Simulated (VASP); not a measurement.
Here is a VASP 6.6.1 calculation.

File INCAR:

```
  PREC = Accurate
  ENCUT = 520
  EDIFF = 1E-7
  ISMEAR = -1
  SIGMA = 0.05
  LREAL = False
  LASPH = True
  NELM = 60
  ALGO = Normal
  ISIF = 2
  LWAVE = False
  LCHARG = True
  GGA = PS
  LELF = True
  LVHAR = True
  NBANDS = 32
```

File KPOINTS:

```
regular mesh
0
Gamma
  6 6 6
```

The input POSCAR:

```
Sn3Te
1.0
    4.4261856691      0.0000000000      0.0000000000
    0.0000000000      4.4261856691      0.0000000000
    0.0000000000      0.0000000000      4.4261856691
Te Sn
1 3
Direct
    0.0000000000      0.0000000000      0.0000000000
    0.0000000000      0.5000000000      0.5000000000
    0.5000000000      0.0000000000      0.5000000000
    0.5000000000      0.5000000000      0.0000000000
```

Potentials or basis: VASP PAW PBE potentials, release 64 (Te, Sn_d).

Command:

```bash
$ cat potpaw_PBE.64/Te/POTCAR potpaw_PBE.64/Sn_d/POTCAR > POTCAR
$ mpirun -np 1 vasp_std > vasp.out
```

What does it give for the pressure?

20.0 GPa.

What does it give for the band gap on the k mesh?

Zero (bands 24 and 25 overlap by 5.28 eV).

Caveat: the cell stands under pressure; the PAW data sets were made with another functional, which shifts forces and pressure a little; spin-orbit coupling is left out, which moves the levels of the heavy elements.
